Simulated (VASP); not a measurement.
# Mg16O16F (a cell with a defect) in VASP: a series of runs

Aim: see how the results for Mg16O16F (a cell with a defect) move with the level of theory and the settings. Levels: HSE06, PBE. Tasks: single point.

Everything below comes from runs of VASP 6.6.1. Logs are shortened: lines on timing, memory, paths and dates and some standing lists are left out, and cuts for length are marked.

### 1 The cell of the first run

The cell holds a defect, 33 atoms: a = 7.369 Å, b = 7.369 Å, c = 7.369 Å, α = 109.47°, β = 109.47°, γ = 109.47°.

### 2 Single point, HSE06

Contents of POSCAR:

```
Mg16O16F
1.0
   -4.2543812300      4.2543812300      4.2543812300
    4.2543812300     -4.2543812300      4.2543812300
    4.2543812300      4.2543812300     -4.2543812300
Mg O F
16 16 1
Direct
   -0.0196472700     -0.0194992000      0.0022049300
    0.0061337400      0.2432088200      0.7500884400
   -0.0024987300      0.4976503100      0.4958116400
    0.0129024000      0.7595238100      0.2731831800
    0.2431938800      0.0061794700      0.7501189800
    0.2640197900      0.2641777700      0.4951345500
    0.2365572800      0.4874643000      0.2247793800
    0.2505582000      0.7507083200      0.0019409700
    0.4974059900     -0.0024335000      0.4958117000
    0.4872220500      0.2370149500      0.2249946500
    0.5209388300      0.5210870500      0.0022092400
    0.4747301100      0.7709684600      0.7464444700
    0.7592023100      0.0133826100      0.2733421300
    0.7504781100      0.2506388100      0.0019410700
    0.7712306800      0.4744852100      0.7464635700
    0.7301988100      0.7303568100      0.4951374700
    0.0108480900      0.0109155500      0.5225014000
   -0.0054881200      0.2546022300      0.2491174100
    0.0016982600      0.4953630700     -0.0021900100
    0.0001014600      0.7424407400      0.7488409600
    0.2543295200     -0.0052579200      0.2491092900
    0.2392824800      0.2393724600     -0.0206162200
    0.2479960100      0.5057194700      0.7488388500
    0.2457744300      0.7532224300      0.4997444800
    0.4952265000      0.0019596000     -0.0020662400
    0.5056572300      0.2480173900      0.7488392600
    0.4524085800      0.4527859200      0.4059800500
    0.4937590600      0.7538522700      0.2491317100
    0.7423774600      0.0001222100      0.7488408400
    0.7530931500      0.2460514600      0.4998931100
    0.7536139500      0.4940237500      0.2491230600
    0.7999684900      0.8002886500      0.1010477500
    0.6273063500      0.6269195600      0.7548325900
```

Contents of INCAR.step1:

```
PREC = Accurate ; ENCUT = 520
EDIFF = 1E-5 ; ISMEAR = -1
SIGMA = 0.01 ; LREAL = Auto
LASPH = T ; NELM = 120
ALGO = Normal ; ISIF = 2
LWAVE = T ; LCHARG = F
GGA = PE ; NELECT = 136.0
NBANDS = 90 ; GGA_COMPAT = F
ISYM = -1
```

Contents of INCAR.step2:

```
PREC = Accurate ; ENCUT = 520
EDIFF = 1E-6 ; ISMEAR = -1
SIGMA = 0.01 ; LREAL = Auto
LASPH = T ; NELM = 120
ALGO = Normal ; ISIF = 2
LWAVE = F ; LCHARG = F
GGA = PE ; LHFCALC = T
HFSCREEN = 0.2079 ; PRECFOCK = Fast
ISTART = 1 ; NELECT = 136.0
NBANDS = 90 ; GGA_COMPAT = F
ISYM = -1
```

Contents of KPOINTS:

```
explicit points
1
Reciprocal
  0.25000000   0.25000000   0.25000000 1
```

Potentials or basis: VASP PAW PBE potentials, release 64 (Mg, O, F).

On the command line:

```
$ cat potpaw_PBE.64/Mg/POTCAR potpaw_PBE.64/O/POTCAR potpaw_PBE.64/F/POTCAR > POTCAR
$ cp INCAR.step1 INCAR
$ mpirun -np 1 vasp_std > vasp.out
$ cp INCAR.step2 INCAR
$ mpirun -np 1 vasp_std > vasp.out
```

OUTCAR:

```text
PREC = Accurate
   ENCUT = 520
   EDIFF = 1E-6
   ISMEAR = -1
   LREAL = Auto
   LASPH = T
   NELM = 120
   ISIF = 2
   GGA = PE
   LHFCALC = T
   HFSCREEN = 0.2079
   PRECFOCK = Fast
   ISTART = 1
   NELECT = 136.0
   ISYM = -1

 ion  position               nearest neighbor table
   1  0.980  0.981  0.002-  32 2.04  21 2.16  18 2.16  29 2.18  20 2.18  22 2.30  33 2.46   4 2.97
                            13 2.97   6 2.98   8 3.01  14 3.01  16 3.05  10 3.06   7 3.06  12 3.06
   2  0.006  0.243  0.750-  17 1.98  22 1.98  19 2.15  30 2.15  29 2.15  23 2.15  15 2.80   5 2.85
                             7 2.86  13 2.87   8 3.05  14 3.05   3 3.06   9 3.06   6 3.09  16 3.09
   3  0.998  0.498  0.496-  18 2.07  31 2.07  20 2.11  23 2.11  24 2.13  30 2.13  15 2.88  12 2.88
                            13 2.92   4 2.92  14 2.97   6 3.01  16 3.01   8 3.05   5 3.06   2 3.06
   4  0.013  0.760  0.273-  32 1.84  24 1.98  21 2.14  31 2.14  17 2.14  19 2.25   5 2.87   3 2.92
                             9 2.92   1 2.97  11 2.97   7 3.00   6 3.04  16 3.04  13 3.05  14 3.06
   5  0.243  0.006  0.750-  17 1.98  22 1.98  25 2.14  24 2.15  20 2.15  26 2.15  12 2.81   2 2.85
                            10 2.86   4 2.87  14 3.05   8 3.05   9 3.06   3 3.06   6 3.09  16 3.09
   6  0.264  0.264  0.495-  27 2.05  21 2.16  18 2.16  23 2.18  26 2.18  17 2.28  33 2.53  10 2.97
                             7 2.98   1 2.98   3 3.01   9 3.01   4 3.04  13 3.05  11 3.05  12 3.06
   7  0.237  0.487  0.225-  27 1.86  19 2.00  22 2.11  28 2.13  18 2.13  24 2.26   2 2.86  14 2.93
                             8 2.93   6 2.98  16 2.98   4 3.00  10 3.02  11 3.06   1 3.06   3 3.07
   8  0.251  0.751  0.002-  28 2.07  21 2.07  20 2.11  23 2.11  25 2.13  19 2.13  15 2.90  12 2.90
                             7 2.93  10 2.93   9 2.97  11 3.01   1 3.01   3 3.05   5 3.05   2 3.05
   9  0.497  0.998  0.496-  28 2.07  21 2.07  26 2.11  29 2.11  24 2.13  30 2.13  15 2.88  12 2.88
[... 18 lines left out ...]
  20  0.000  0.742  0.749-   3 2.11   8 2.11  15 2.12   5 2.15  16 2.18   1 2.18
  21  0.254  0.995  0.249-   9 2.07   8 2.07  10 2.13   4 2.14   6 2.16   1 2.16
  22  0.239  0.239  0.979-   2 1.98   5 1.98  10 2.11   7 2.11  11 2.30   1 2.30
[... 9 lines left out ...]
  32  0.800  0.800  0.101-   4 1.84  13 1.85  11 2.04   1 2.04  12 2.78  15 2.78
  33  0.627  0.627  0.755-  15 1.78  12 1.79   1 2.46  11 2.46  16 2.52   6 2.53

IMPORTANT INFORMATION: All symmetrisations will be switched off!
NOSYMM: (Re-)initialisation of all symmetry stuff for point group C_1.

----------------------------------------------------------------------------------------

                                     Primitive cell

  volume of cell :     308.0131

  direct lattice vectors                    reciprocal lattice vectors
    -4.254381230  4.254381230  4.254381230     0.000000000  0.117525904  0.117525904
     4.254381230 -4.254381230  4.254381230     0.117525904  0.000000000  0.117525904
     4.254381230  4.254381230 -4.254381230     0.117525904  0.117525904  0.000000000
[... 127 lines left out ...]
  Thomas-Fermi vector in A             =   2.380782
   LORBIT       =      0    0 simple, 1 ext, 2 COOP (PROOUT), +10 PAW based schemes
   GGA     = PE    functional components
   LHFCALC =     T    Hartree Fock is set to
   PRECFOCK=fast      Normal, Fast or Accurate (Low or Medium for compatibility)
   ENCUT4O =  -1.0   cutoff for four orbital integrals eV
   NKREDX  =     1    reduce k-point grid by
   NKREDY  =     1    reduce k-point grid by
   NKREDZ  =     1    reduce k-point grid by
   AEXX    =    0.2500 exact exchange contribution
   HFSCREEN=    0.2079 screening length (either q_TF or 0.3 A-1)
   HFSCREENC=   0.2079 screening length for correlation (either q_TF or 0.3 A-1)
   ENCUTFOCK=  -1.0 apply spherical cutoff to Coloumb kernel
   IVDW    =     0    specifies the selected vdW correction
   LEPSILON=     F    determine dielectric tensor
   LRPA    =     F    only Hartree local field effects (RPA)
 non-spin polarized calculation
  energy-cutoff  :      520.00
  volume of cell :      308.01
 maximum number of plane-waves:      8280
 NGX is ok and might be reduce to    54
  NGX = 28; NGY = 28; NGZ = 28

 number of electron     135.9999997 magnetization

 Free energy of the ion-electron system (eV)
  ---------------------------------------------------
  ext. energy  EPLUGINS =         0.00000000
  ---------------------------------------------------
  free energy    TOTEN  =      -224.30948464 eV

  energy without entropy =     -224.30948464  energy(sigma->0) =     -224.30948464

 E-fermi :   4.0280     XC(G=0):  -9.1024

 val. band max:        3.7840627567   @ k =   0.2500   0.2500   0.2500
 cond. band min:      10.3821910917   @ k =   0.2500   0.2500   0.2500
 fundamental gap:      6.5981283350
 Fermi energy:         4.0280296009

 k-point     1 :       0.2500    0.2500    0.2500
  band No.  band energies     occupation
      1     -22.3015      2.00000
      2     -16.6409      2.00000
      3     -16.4725      2.00000
      4     -16.4339      2.00000
      5     -15.9981      2.00000
      6     -15.9870      2.00000
[... 72 lines left out ...]
     79      13.3311      0.00000
     80      13.3333      0.00000
 [bands above 80 left out]

------------------------ aborting loop because EDIFF is reached ----------------------------------------

  FORCE on cell =-STRESS in cart. coord.  units (eV):
  Direction    XX          YY          ZZ          XY          YZ          ZX
  --------------------------------------------------------------------------------------
  -------------------------------------------------------------------------------------
  Total       24.5947776     24.6030726     -0.2415994      7.0020015     -0.0135430     -0.0139727
  in kB      127.9334991    127.9766471     -1.2567162     36.4219822     -0.0704461     -0.0726812
  external PRESSURE =      84.8844766 kB  Pullay stress =       0.0000000 kB

 VOLUME and BASIS-vectors are now :
 -----------------------------------------------------------------------------
  energy-cutoff  :      520.00
  volume of cell :      308.01
      direct lattice vectors                 reciprocal lattice vectors
    -4.254381230  4.254381230  4.254381230     0.000000000  0.117525904  0.117525904
     4.254381230 -4.254381230  4.254381230     0.117525904  0.000000000  0.117525904
     4.254381230  4.254381230 -4.254381230     0.117525904  0.117525904  0.000000000

 POSITION                                       TOTAL-FORCE (eV/Angst)
 -----------------------------------------------------------------------------------
      0.01001      0.00875      8.33284         0.016415      0.018440     -0.049639
      4.19977      2.18255     -2.13036        -0.060025      0.055872     -0.000139
     -0.01718      4.23593      4.25157        -0.007873     -0.011510      0.005739
      4.33864     -2.01419      2.12397         0.093897     -0.037665     -0.000109
      2.18294      4.19964     -2.13036         0.051641     -0.058992     -0.000192
      2.10716      2.10582      0.14066        -0.010951     -0.009300      0.060384
[... 25 lines left out ...]
      0.43126      0.42853      6.37821         0.013940     -0.023033     -0.001432
      3.20970      3.21299      2.12461        -0.024923     -0.044999      0.001080
 -----------------------------------------------------------------------------------
    total drift:                                0.002092      0.008436      0.005374

  FREE ENERGIE OF THE ION-ELECTRON SYSTEM (eV)
  ---------------------------------------------------
  free  energy   TOTEN  =      -224.3094846437 eV

  energy  without entropy=     -224.3094846437  energy(sigma->0) =     -224.30948464
```

OSZICAR.step1:

```text
N       E                     dE             d eps       ncg     rms          rms(c)
DAV:   1     0.747631197097E+03    0.74763E+03   -0.68665E+04   188   0.139E+03
DAV:   2    -0.160959095408E+03   -0.90859E+03   -0.89089E+03   222   0.303E+02
DAV:   3    -0.213662089871E+03   -0.52703E+02   -0.52478E+02   216   0.762E+01
DAV:   4    -0.214090946152E+03   -0.42886E+00   -0.42785E+00   216   0.765E+00
DAV:   5    -0.214095518433E+03   -0.45723E-02   -0.45703E-02   216   0.741E-01    0.308E+01
DAV:   6    -0.185190092392E+03    0.28905E+02   -0.12306E+02   198   0.357E+01    0.922E+00
DAV:   7    -0.185014300317E+03    0.17579E+00   -0.27614E+00   200   0.631E+00    0.584E+00
DAV:   8    -0.184858363610E+03    0.15594E+00   -0.77324E-01   208   0.411E+00    0.137E+00
DAV:   9    -0.184831853145E+03    0.26510E-01   -0.86600E-02   216   0.141E+00    0.594E-01
DAV:  10    -0.184834091452E+03   -0.22383E-02   -0.99304E-02   192   0.115E+00    0.373E-01
DAV:  11    -0.184832104036E+03    0.19874E-02   -0.12853E-02   240   0.465E-01    0.119E-01
DAV:  12    -0.184832574482E+03   -0.47045E-03   -0.24533E-03   208   0.178E-01    0.508E-02
DAV:  13    -0.184832546806E+03    0.27676E-04   -0.21417E-04   224   0.545E-02    0.259E-02
DAV:  14    -0.184832541408E+03    0.53985E-05   -0.70779E-05   184   0.368E-02
   1 F= -.18483254E+03 E0= -.18483254E+03  d E =-.563740E-14
```

Wall time 8.2 min (1 thread of Intel Xeon Platinum 8375C at 2.90GHz (Ice Lake), shared host); peak memory 0.56 GiB.

What came out:

* Free energy: -224.3095 eV
* Largest force: 0.125 eV/Å

Forces on the atoms (eV/Å):
```
Mg   0.016  0.018 -0.050
Mg  -0.060  0.056  0.000
Mg  -0.008 -0.012  0.006
Mg   0.094 -0.038  0.000
Mg   0.052 -0.059  0.000
Mg  -0.011 -0.009  0.060
Mg  -0.062  0.080  0.000
Mg   0.011  0.007  0.004
Mg  -0.008 -0.012 -0.004
Mg   0.054 -0.067 -0.001
Mg   0.017  0.019  0.049
Mg  -0.023  0.069 -0.001
Mg  -0.080  0.096  0.000
Mg   0.011  0.008 -0.002
Mg   0.090 -0.037 -0.001
Mg  -0.010 -0.009 -0.061
O    0.021  0.012 -0.001
O    0.021 -0.025 -0.008
O   -0.051 -0.013  0.001
O   -0.026  0.033 -0.026
O   -0.027  0.024 -0.005
O   -0.025 -0.032 -0.001
O    0.032 -0.027  0.032
O    0.030  0.038 -0.001
O   -0.034 -0.047 -0.001
O   -0.027  0.032  0.027
O   -0.023 -0.040 -0.001
O    0.022 -0.027  0.010
O    0.032 -0.026 -0.031
O    0.012  0.032  0.000
O   -0.028  0.022  0.006
O    0.014 -0.023 -0.001
F   -0.025 -0.045  0.001
```

Caveat: the cell carries a net charge on a neutralising background, which shifts energy and pressure; the cell is charged against a uniform background, so pressure and absolute levels hang on convention; the PAW data sets were made with another functional, which shifts forces and pressure a little.

### 3 Single point, PBE

Contents of INCAR:

```
PREC = Accurate
ENCUT = 520
EDIFF = 1E-7
ISMEAR = -1
SIGMA = 0.01
LREAL = Auto
LASPH = T
NELM = 80
ALGO = Normal
ISIF = 2
LWAVE = F
LCHARG = F
GGA = PE
NELECT = 136.0
NBANDS = 90
```

Contents of KPOINTS:

```
Automatic mesh
0
Gamma
  2 2 2
  0.5 0.5 0.5
```

POSCAR is that of step 2.

Potentials or basis: VASP PAW PBE potentials, release 64 (Mg, O, F).

On the command line:

```
$ cat potpaw_PBE.64/Mg/POTCAR potpaw_PBE.64/O/POTCAR potpaw_PBE.64/F/POTCAR > POTCAR
$ mpirun -np 1 vasp_std > vasp.out
```

Wall time 3.1 min (1 thread of Intel Xeon 6975P-C (Granite Rapids), shared host); peak memory 0.45 GiB.

Results (log left out):

```
Free energy   : -184.9291 eV
Largest force : 0.077 eV/Å
```

Forces in eV/Å, atoms in the order of the input:
```
Mg  -0.006 -0.004  0.007
Mg  -0.013  0.011  0.000
Mg   0.003 -0.001  0.006
Mg   0.031  0.035  0.000
Mg   0.007 -0.012  0.000
Mg   0.010  0.012  0.012
Mg  -0.001  0.008  0.000
Mg   0.000 -0.003  0.003
Mg   0.002 -0.001 -0.004
Mg  -0.017 -0.005 -0.001
Mg  -0.005 -0.003 -0.008
Mg   0.018  0.028 -0.001
Mg  -0.008  0.033  0.000
Mg   0.000 -0.002 -0.002
Mg   0.048  0.004 -0.001
Mg   0.011  0.012 -0.013
O   -0.024 -0.033 -0.001
O    0.004 -0.009 -0.008
O   -0.008  0.010  0.000
O   -0.006  0.013  0.005
O   -0.011  0.007 -0.004
O    0.013  0.007 -0.001
O    0.013 -0.007  0.000
O   -0.010  0.013 -0.001
O   -0.011 -0.005 -0.001
O   -0.007  0.013 -0.004
O    0.030  0.013 -0.001
O    0.004 -0.011  0.009
O    0.013 -0.006  0.001
O   -0.013 -0.009  0.000
O   -0.012  0.005  0.006
O   -0.033 -0.069 -0.001
F   -0.023 -0.043  0.001
```

Levels at points of the mesh, in eV from the Fermi level:
| k point | band 65 | band 66 | band 67 | band 68 | band 69 | band 70 | band 71 | band 72 |
| --- | --- | --- | --- | --- | --- | --- | --- | --- |
| (0.25, 0.25, 0.25) | -2.42 | -2.20 | -1.87 | -0.32 | 4.34 | 4.45 | 4.66 | 4.77 |

Caveat: the cell carries a net charge on a neutralising background, which shifts energy and pressure; the cell is charged against a uniform background, so pressure and absolute levels hang on convention.
